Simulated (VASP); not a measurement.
# Mg2Si3N3 (P3m1) in VASP: a series of runs

Mg2Si3N3 is run at these levels: PBE; tasks: single point.

Program: VASP 6.6.1. These are calculated values, not measurements. Logs are shortened: lines on timing, memory, paths and dates and some standing lists are left out, and cuts for length are marked.

## (1) The cell of the first run

It takes space group P3m1 (No. 156, trigonal). Conventional cell: a = 3.119 Å, b = 3.119 Å, c = 12.393 Å, α = 90.00°, β = 90.00°, γ = 120.00°. Within 2.6 Å of Mg (site symmetry 3m) lie 1 N at 1.92 Å. Within 2.5 Å of Mg (site symmetry 3m) lie 4 N at 1.92 to 2.41 Å. Within 3.0 Å of Si (site symmetry 3m) lie 1 Si at 2.25 Å and 3 Mg at 2.74 Å. Si (site symmetry 3m) has 4 N at 1.82 to 1.85 Å within 2.4 Å. Within 2.6 Å of Si (site symmetry 3m) lie 3 N at 1.98 Å and 1 Si at 2.25 Å. N (site symmetry 3m) has 4 Mg at 1.92 Å within 2.5 Å. Within 2.5 Å of N (site symmetry 3m) lie 3 Si at 1.85 Å and 1 Mg at 2.41 Å. N (site symmetry 3m) has 4 Si at 1.82 to 1.98 Å within 2.4 Å.

## (2) Single point, PBE

Input file INCAR:

```
SYSTEM = Mg2Si3N3
PREC     = Accurate       ! precision mode
ENCUT    = 600            ! plane-wave cutoff, eV
EDIFF    = 1E-6           ! SCF threshold, eV
ISMEAR   = 0              ! smearing method
SIGMA    = 0.1            ! smearing width, eV
LREAL    = .FALSE.        ! projectors in reciprocal space
LASPH    = .TRUE.         ! aspherical terms in the spheres
NELM     = 120            ! most SCF steps
ALGO     = Normal         ! electronic algorithm
ISIF     = 2              ! what is computed and relaxed
LWAVE    = .FALSE.        ! write WAVECAR
LCHARG   = .FALSE.        ! write CHGCAR
GGA      = PE             ! functional
NBANDS   = 26             ! bands
GGA_COMPAT= .FALSE.
```

Input file KPOINTS:

```
regular mesh
0
G
  6 6 2
  0 0 0
```

Input file POSCAR:

```
Mg2Si3N3
1.0
    3.1193861718      0.0000000000      0.0000000000
   -1.5596930859      2.7014676690      0.0000000000
    0.0000000000      0.0000000000     12.3925183328
Mg Si N
2 3 3
Direct
    0.3333333333      0.6666666667      0.0592223996
    0.6666666667      0.3333333333      0.2682334487
    0.6666666667      0.3333333333      0.8924762376
    0.3333333333      0.6666666667      0.4976867208
    0.6666666667      0.3333333333      0.7108754389
    0.3333333333      0.6666666667      0.2145347268
    0.6666666667      0.3333333333      0.4625426250
    0.3333333333      0.6666666667      0.6444284026
```

Potentials or basis: VASP PAW PBE potentials, release 64 (Mg, Si, N).

Launch:

```sh
$ cat potpaw_PBE.64/Mg/POTCAR potpaw_PBE.64/Si/POTCAR potpaw_PBE.64/N/POTCAR > POTCAR
$ mpirun -np 1 vasp_std > vasp.out
```

OUTCAR:

```text
SYSTEM = Mg2Si3N3
   PREC = Accurate
   ENCUT = 600
   EDIFF = 1E-6
   ISMEAR = 0
   LREAL = .FALSE.
   LASPH = .TRUE.
   NELM = 120
   ISIF = 2
   GGA = PE

 ion  position               nearest neighbor table
   1  0.333  0.667  0.059-   6 1.92   3 2.74   3 2.74   3 2.74   2 3.15   2 3.15   2 3.15
   2  0.667  0.333  0.268-   6 1.92   6 1.92   6 1.92   7 2.41   1 3.15   1 3.15   1 3.15   4 3.37
                             4 3.37   4 3.37
   3  0.667  0.333  0.892-   5 2.25   1 2.74   1 2.74   1 2.74
   4  0.333  0.667  0.498-   8 1.82   7 1.85   7 1.85   7 1.85   2 3.37   2 3.37   2 3.37
   5  0.667  0.333  0.711-   8 1.98   8 1.98   8 1.98   3 2.25
   6  0.333  0.667  0.215-   2 1.92   2 1.92   2 1.92   1 1.92
   7  0.667  0.333  0.463-   4 1.85   4 1.85   4 1.85   2 2.41
   8  0.333  0.667  0.644-   4 1.82   5 1.98   5 1.98   5 1.98

  LATTYP: Found a hexagonal cell.
 ALAT       =     3.1193861718
 C/A-ratio  =     3.9727426007

  Lattice vectors:

 A1 = (   3.1193861718,   0.0000000000,   0.0000000000)
 A2 = (  -1.5596930859,   2.7014676690,   0.0000000000)
 A3 = (   0.0000000000,   0.0000000000,  12.3925183328)

Analysis of symmetry for initial positions (statically):
=====================================================================
 Subroutine PRICEL returns:
 Original cell was already a primitive cell.

 Routine SETGRP: Setting up the symmetry group for a
 hexagonal supercell.

 Subroutine GETGRP returns: Found  6 space group operations
 (whereof  6 operations were pure point group operations)
 out of a pool of 24 trial point group operations.

The static configuration has the point symmetry C_3v.

Analysis of symmetry for dynamics (positions and initial velocities):
=====================================================================
 Subroutine PRICEL returns:
 Original cell was already a primitive cell.

 Routine SETGRP: Setting up the symmetry group for a
 hexagonal supercell.

 Subroutine GETGRP returns: Found  6 space group operations
 (whereof  6 operations were pure point group operations)
 out of a pool of 24 trial point group operations.

The dynamic configuration has the point symmetry C_3v.

 Subroutine INISYM returns: Found  6 space group operations
 (whereof  6 operations are pure point group operations),
 and found     1 'primitive' translations

----------------------------------------------------------------------------------------

                                     Primitive cell

  volume of cell :     104.4308

  direct lattice vectors                    reciprocal lattice vectors
     3.119386172  0.000000000  0.000000000     0.320575891  0.185084577  0.000000000
    -1.559693086  2.701467669  0.000000000     0.000000000  0.370169153  0.000000000
     0.000000000  0.000000000 12.392518333     0.000000000  0.000000000  0.080693849

  length of vectors
     3.119386172  3.119386172 12.392518333     0.370169153  0.370169153  0.080693849

  position of ions in fractional coordinates (direct lattice)
     0.333333333  0.666666667  0.059222400
     0.666666667  0.333333333  0.268233449
     0.666666667  0.333333333  0.892476238
     0.333333333  0.666666667  0.497686721
     0.666666667  0.333333333  0.710875439
     0.333333333  0.666666667  0.214534727
     0.666666667  0.333333333  0.462542625
     0.333333333  0.666666667  0.644428403

  ion indices of the primitive-cell ions
   primitive index   ion index
                 1           1
                 2           2
                 3           3
                 4           4
                 5           5
                 6           6
                 7           7
                 8           8

----------------------------------------------------------------------------------------

 KPOINTS: regular mesh

Automatic generation of k-mesh.
 Grid dimensions read from file:
 generate k-points for:    6    6    2

 Generating k-lattice:

  Cartesian coordinates                     Fractional coordinates (reciprocal lattice)
     0.053429315  0.030847429  0.000000000     0.166666667  0.000000000  0.000000000
     0.000000000  0.061694859  0.000000000     0.000000000  0.166666667  0.000000000
     0.000000000  0.000000000  0.040346924     0.000000000  0.000000000  0.500000000

  Length of vectors
     0.061694859  0.061694859  0.040346924

  Shift w.r.t. Gamma in fractional coordinates (k-lattice)
     0.000000000  0.000000000  0.000000000

 Subroutine IBZKPT returns following result:
 ===========================================

 Found     14 irreducible k-points:

 Following reciprocal coordinates:
            Coordinates               Weight
  0.000000  0.000000  0.000000      1.000000
  0.166667 -0.000000  0.000000      6.000000
  0.333333 -0.000000  0.000000      6.000000
  0.500000  0.000000  0.000000      3.000000
  0.166667  0.166667  0.000000      6.000000
  0.333333  0.166667  0.000000     12.000000
  0.333333  0.333333  0.000000      2.000000
  0.000000  0.000000  0.500000      1.000000
  0.166667 -0.000000  0.500000      6.000000
  0.333333 -0.000000  0.500000      6.000000
  0.500000  0.000000  0.500000      3.000000
  0.166667  0.166667  0.500000      6.000000
  0.333333  0.166667  0.500000     12.000000
  0.333333  0.333333  0.500000      2.000000
   k-points           NKPTS =     14   k-points in BZ     NKDIM =     14   number of bands    NBANDS=     26
   number of dos      NEDOS =    301   number of ions     NIONS =      8
   total plane-waves  NPLWV =  78400
   dimension x,y,z NGX =    28 NGY =   28 NGZ =  100
   dimension x,y,z NGXF=    56 NGYF=   56 NGZF=  200
   ions per type =               2   3   3
   NGX,Y,Z   is equivalent  to a cutoff of  14.92, 14.92, 13.42 a.u.
   NGXF,Y,Z  is equivalent  to a cutoff of  29.84, 29.84, 26.83 a.u.
 SYSTEM =  Mg2Si3N3
   PREC   = accura    normal or accurate (medium, high low for compatibility)
   ISTART =      0    job   : 0-new  1-cont  2-samecut
   ICHARG =      2    charge: 1-file 2-atom 10-const
   ISPIN  =      1    spin polarized calculation?
   LNONCOLLINEAR =      F non collinear calculations
   LSORBIT =      F    spin-orbit coupling
   LASPH  =      T    aspherical Exc in radial PAW
   ENCUT  =  600.0 eV  44.10 Ry    6.64 a.u.   6.23  6.23 24.75*2*pi/ulx,y,z
   NELM   =    120;   NELMIN=  2; NELMDL= -5     # of ELM steps
   EDIFF  = 0.1E-05   stopping-criterion for ELM
   LREAL  =      F    real-space projection
   EDIFFG = 0.1E-04   stopping-criterion for IOM
   NSW    =      0    number of steps for IOM
   IBRION =     -1    ionic relax: 0-MD 1-quasi-New 2-CG
   NFREE  =      0    steps in history (QN), initial steepest desc. (CG)
   ISIF   =      2    stress and relaxation
   ISYM   =      2    0-nonsym 1-usesym 2-fastsym
   POTIM  = 0.5000    time-step for ionic-motion
   TEBEG  =    0.0;   TEEND  =   0.0 temperature during run
   PSTRESS=    0.0 pullay stress
   NELECT =      31.0000    total number of electrons
   NUPDOWN=      -1.0000    fix difference up-down
   EMIN   =  10.00;   EMAX   =-10.00  energy-range for DOS
   EFERMI =   0.00;   METHOD = LEGACY
   ISMEAR =     0;   SIGMA  =   0.10  broadening in eV -4-tet -1-fermi 0-gaus
   EFERMI_NEDOS =   21; number of points for ismear=-14 and -15
   IALGO  =     38    algorithm
   IMIX   =      4    mixing-type and parameters
     AMIX     =   0.40;   BMIX     =  1.00
     AMIX_MAG =   1.60;   BMIX_MAG =  1.00
  volume/ion in A,a.u.               =      13.05        88.09
  Fermi-wavevector in a.u.,A,eV,Ry     =   1.092075  2.063723 16.226694  1.192628
  Thomas-Fermi vector in A             =   2.228333
   LORBIT       =      0    0 simple, 1 ext, 2 COOP (PROOUT), +10 PAW based schemes
   GGA     = PE    functional components
   LHFCALC =     F    Hartree Fock is set to
   AEXX    =    0.0000 exact exchange contribution
   IVDW    =     0    specifies the selected vdW correction
   LEPSILON=     F    determine dielectric tensor
   LRPA    =     F    only Hartree local field effects (RPA)
 non-spin polarized calculation
 Gauss-broadening in eV      SIGMA  =   0.10
  energy-cutoff  :      600.00
  volume of cell :      104.43
 maximum number of plane-waves:      3518
 NGX is ok and might be reduce to    28
   NGX = 13   NGY = 13   NGZ = 49

 number of electron      31.0000001 magnetization

 Free energy of the ion-electron system (eV)
  ---------------------------------------------------
  ext. energy  EPLUGINS =         0.00000000
  ---------------------------------------------------
  free energy    TOTEN  =       -45.34201343 eV

  energy without entropy =      -45.32172712  energy(sigma->0) =      -45.33187028

 E-fermi :   6.8993     XC(G=0): -10.3231

 val. band max:        6.8565895715   @ k =   0.3333  -0.0000   0.5000
 cond. band min:       6.9042355871   @ k =   0.1667  -0.0000   0.5000
 fundamental gap:      0.0476460157
 Fermi energy:         6.8993105397

 k-point     1 :       0.0000    0.0000    0.0000
  band No.  band energies     occupation
      1     -13.3299      2.00000
      2     -11.5920      2.00000
      3      -6.5177      2.00000
      4      -4.7227      2.00000
      5      -2.6998      2.00000
      6       0.2098      2.00000
[... 18 lines left out ...]
     25      13.0989      0.00000
     26      13.2611      0.00000

 k-point     2 :       0.1667   -0.0000    0.0000
  band No.  band energies     occupation
      1     -12.9672      2.00000
      2     -11.3129      2.00000
      3      -6.2649      2.00000
      4      -4.3657      2.00000
      5      -2.3755      2.00000
      6      -0.8877      2.00000
[... 18 lines left out ...]
     25      13.0250      0.00000
     26      13.5573      0.00000

 k-point     3 :       0.3333   -0.0000    0.0000
  band No.  band energies     occupation
      1     -12.0165      2.00000
      2     -10.7147      2.00000
      3      -5.6945      2.00000
      4      -4.2108      2.00000
      5      -2.8612      2.00000
      6      -2.0009      2.00000
[... 18 lines left out ...]
     25      12.5703      0.00000
     26      13.2654      0.00000

 k-point     4 :       0.5000    0.0000    0.0000
  band No.  band energies     occupation
      1     -11.2429      2.00000
      2     -10.5171      2.00000
      3      -5.3772      2.00000
      4      -4.8126      2.00000
      5      -3.8503      2.00000
      6      -1.3438      2.00000
[... 18 lines left out ...]
     25      12.5902      0.00000
     26      13.2878      0.00000
[... 206 lines left out ...]
      1     -12.3028      2.00000
      2     -10.8641      2.00000
      3      -5.8481      2.00000
      4      -3.9882      2.00000
      5      -2.4451      2.00000
      6      -1.7021      2.00000
[... 18 lines left out ...]
     25      12.8886      0.00000
     26      13.6159      0.00000

 k-point    13 :       0.3333    0.1667    0.5000
  band No.  band energies     occupation
      1     -11.3143      2.00000
      2     -10.4796      2.00000
      3      -5.3805      2.00000
      4      -4.4087      2.00000
      5      -3.4720      2.00000
      6      -1.8155      2.00000
[... 18 lines left out ...]
     25      12.3661      0.00000
     26      13.4462      0.00000

 k-point    14 :       0.3333    0.3333    0.5000
  band No.  band energies     occupation
      1     -10.7572      2.00000
      2     -10.5306      2.00000
      3      -5.2173      2.00000
      4      -4.0750      2.00000
      5      -3.5274      2.00000
      6      -2.9701      2.00000
[... 18 lines left out ...]
     25      12.2363      0.00000
     26      12.4881      0.00000

------------------------ aborting loop because EDIFF is reached ----------------------------------------

  FORCE on cell =-STRESS in cart. coord.  units (eV):
  Direction    XX          YY          ZZ          XY          YZ          ZX
  --------------------------------------------------------------------------------------
  -------------------------------------------------------------------------------------
  Total        0.0659105      0.0659105     -0.2419677      0.0000000      0.0000000      0.0000000
  in kB        1.0111998      1.0111998     -3.7122700      0.0000000      0.0000000      0.0000000
  external PRESSURE =      -0.5632902 kB  Pullay stress =       0.0000000 kB

 VOLUME and BASIS-vectors are now :
 -----------------------------------------------------------------------------
  energy-cutoff  :      600.00
  volume of cell :      104.43
      direct lattice vectors                 reciprocal lattice vectors
     3.119386172  0.000000000  0.000000000     0.320575891  0.185084577  0.000000000
    -1.559693086  2.701467669  0.000000000     0.000000000  0.370169153  0.000000000
     0.000000000  0.000000000 12.392518333     0.000000000  0.000000000  0.080693849

 POSITION                                       TOTAL-FORCE (eV/Angst)
 -----------------------------------------------------------------------------------
     -0.00000      1.80098      0.73391        -0.000000      0.000000     -0.019510
      1.55969      0.90049      3.32409        -0.000000      0.000000      0.013054
      1.55969      0.90049     11.06003         0.000000     -0.000000      0.019979
     -0.00000      1.80098      6.16759         0.000000      0.000000     -0.047266
      1.55969      0.90049      8.80954        -0.000000      0.000000     -0.025393
     -0.00000      1.80098      2.65863         0.000000      0.000000      0.003671
      1.55969      0.90049      5.73207        -0.000000     -0.000000      0.044166
     -0.00000      1.80098      7.98609         0.000000      0.000000      0.011299
 -----------------------------------------------------------------------------------
    total drift:                               -0.000000     -0.000000      0.001496

  FREE ENERGIE OF THE ION-ELECTRON SYSTEM (eV)
  ---------------------------------------------------
  free  energy   TOTEN  =       -45.3420134325 eV

  energy  without entropy=      -45.3217271237  energy(sigma->0) =      -45.33187028
```

Wall time 49 s (1 thread of Intel Xeon Platinum 8559C (Emerald Rapids), shared host); peak memory 0.27 GiB.

Results:

| Property | Result |
| --- | --- |
| Free energy | -45.3420 eV |
| Pressure | -0.1 GPa |
| Largest force | 0.047 eV/Å |

Forces in eV/Å, atoms in the order of the input:
```
Mg   0.000  0.000 -0.020
Mg   0.000  0.000  0.013
Si   0.000  0.000  0.020
Si   0.000  0.000 -0.047
Si   0.000  0.000 -0.025
N    0.000  0.000  0.004
N    0.000  0.000  0.044
N    0.000  0.000  0.011
```

Caveat: the k points lie up to 0.39 Å⁻¹ apart.

## (3) Single point, PBE

Input file INCAR:

```
PREC     = Accurate       # precision mode
ENCUT    = 600            # plane-wave cutoff, eV
EDIFF    = 1E-6           # SCF threshold, eV
ISMEAR   = 0              # smearing method
SIGMA    = 0.2            # smearing width, eV
LREAL    = False          # projectors in reciprocal space
LASPH    = True           # aspherical terms in the spheres
NELM     = 120            # most SCF steps
ALGO     = Normal         # electronic algorithm
ISIF     = 2              # what is computed and relaxed
LWAVE    = False          # write WAVECAR
LCHARG   = False          # write CHGCAR
GGA      = PE             # functional
NBANDS   = 26             # bands
GGA_COMPAT= False
```

Input file KPOINTS:

```
regular mesh
0
Gamma
  6 6 2
```

POSCAR is that of step 2.

Potentials or basis: VASP PAW PBE potentials, release 64 (Mg, Si, N).

Launch:

```sh
$ cat potpaw_PBE.64/Mg/POTCAR potpaw_PBE.64/Si/POTCAR potpaw_PBE.64/N/POTCAR > POTCAR
$ mpirun -np 1 vasp_std > vasp.out
```

Wall time 35 s (1 thread of Intel Xeon 6975P-C (Granite Rapids), shared host); peak memory 0.27 GiB.

Results (log left out):

```
Free energy   : -45.3672 eV
Pressure      : -0.1 GPa
Largest force : 0.051 eV/Å
```

Forces in eV/Å, atoms in the order of the input:
```
Mg   0.000  0.000 -0.026
Mg   0.000  0.000  0.020
Si   0.000  0.000  0.028
Si   0.000  0.000 -0.029
Si   0.000  0.000 -0.051
N    0.000  0.000 -0.003
N    0.000  0.000  0.042
N    0.000  0.000  0.018
```

Stress tensor (GPa, compression positive):
```
 0.08  0.00  0.00
 0.00  0.08  0.00
 0.00  0.00 -0.46
```

Levels at points of the mesh, in eV from the Fermi level:
```
           k point  band 12  band 13  band 14  band 15  band 16  band 17  band 18  band 19
(0.00, 0.00, 0.00)    -3.06    -1.34     0.10     0.10     0.24     1.02     3.57     3.57
(0.50, 0.00, 0.00)    -3.99    -3.24    -2.17    -0.52    -0.51    -0.24     1.79     1.94
(0.00, 0.00, 0.50)    -3.66    -0.52    -0.12     0.10     0.10     0.65     3.57     3.57
(0.50, 0.00, 0.50)    -3.86    -3.34    -2.08    -0.52    -0.50    -0.40     1.81     2.08
```

Caveat: the k points lie up to 0.39 Å⁻¹ apart.

## (4) Single point, PBE

This run uses another cell than the first one, of 13.09 Å³/atom, 1.003 times its volume.

Input file INCAR:

```
PREC = Accurate ; ENCUT = 600
EDIFF = 1E-6 ; ISMEAR = 0
SIGMA = 0.1 ; LREAL = F
LASPH = T ; NELM = 120
ALGO = Normal ; ISIF = 2
LWAVE = F ; LCHARG = F
GGA = PE ; NBANDS = 26
GGA_COMPAT = F
```

Input file KPOINTS:

```
Automatic mesh
0
Gamma
  12 12 4
```

Input file POSCAR:

```
Mg2Si3N3
1.0
    3.1081530942      0.0000000000      0.0000000000
   -1.5540765471      2.6917395384      0.0000000000
    0.0000000000      0.0000000000     12.5134807625
Mg Si N
2 3 3
Direct
    0.3333333333      0.6666666667      0.0623254796
    0.6666666667      0.3333333333      0.2692769983
    0.6666666667      0.3333333333      0.8914299867
    0.3333333333      0.6666666667      0.4971600438
    0.6666666667      0.3333333333      0.7085074669
    0.3333333333      0.6666666667      0.2160664908
    0.6666666667      0.3333333333      0.4627467603
    0.3333333333      0.6666666667      0.6424867737
```

Launch:

```sh
$ cat potpaw_PBE.64/Mg/POTCAR potpaw_PBE.64/Si/POTCAR potpaw_PBE.64/N/POTCAR > POTCAR
$ mpirun -np 1 vasp_std > vasp.out
```

Wall time 2.7 min (1 thread of Intel Xeon 6975P-C (Granite Rapids), shared host); peak memory 0.39 GiB.

It converged, with:

```
Free energy   : -45.3381 eV
Pressure      : -0.1 GPa
Largest force : 0.024 eV/Å
```

Forces in eV/Å, atoms in the order of the input:
```
Mg   0.000  0.000 -0.024
Mg   0.000  0.000  0.015
Si   0.000  0.000  0.008
Si   0.000  0.000 -0.007
Si   0.000  0.000  0.010
N    0.000  0.000  0.015
N    0.000  0.000 -0.012
N    0.000  0.000 -0.006
```

Stress tensor (GPa, compression positive):
```
-0.06  0.00  0.00
 0.00 -0.06  0.00
 0.00  0.00 -0.15
```

Levels at points of the mesh, in eV from the Fermi level:
```
           k point  band 13  band 14  band 15  band 16  band 17  band 18
(0.00, 0.00, 0.00)    -1.50     0.15     0.15     0.23     0.88     3.38
(0.50, 0.00, 0.00)    -3.29    -2.18    -0.59    -0.47    -0.33     1.67
(0.00, 0.00, 0.50)    -0.67    -0.20     0.15     0.15     0.58     3.58
(0.50, 0.00, 0.50)    -3.38    -2.09    -0.60    -0.48    -0.47     1.61
```

## (5) Overview

```csv
cell,k mesh,smearing,gap on the mesh (eV),pressure (GPa),largest force (eV/Å)
"a = 3.119, b = 3.119, c = 12.393 Å, angles 90.0, 90.0, 120.0°, 8 atoms",6 × 6 × 2,gaussian 0.1 eV,none,-0.1,0.05
"a = 3.119, b = 3.119, c = 12.393 Å, angles 90.0, 90.0, 120.0°, 8 atoms",6 × 6 × 2,gaussian 0.2 eV,none,-0.1,0.05
"a = 3.108, b = 3.108, c = 12.513 Å, angles 90.0, 90.0, 120.0°, 8 atoms",12 × 12 × 4,gaussian 0.1 eV,none,-0.1,0.02
```

Alike in all rows: task single point; level PBE; potentials or basis VASP PAW PBE potentials, release 64 (Mg, Si, N); no spin polarisation; cutoff (eV) 600.

Caveats: some runs use coarse meshes.

Total energies depend on the potentials used, so only differences within one code and one set of settings carry meaning.
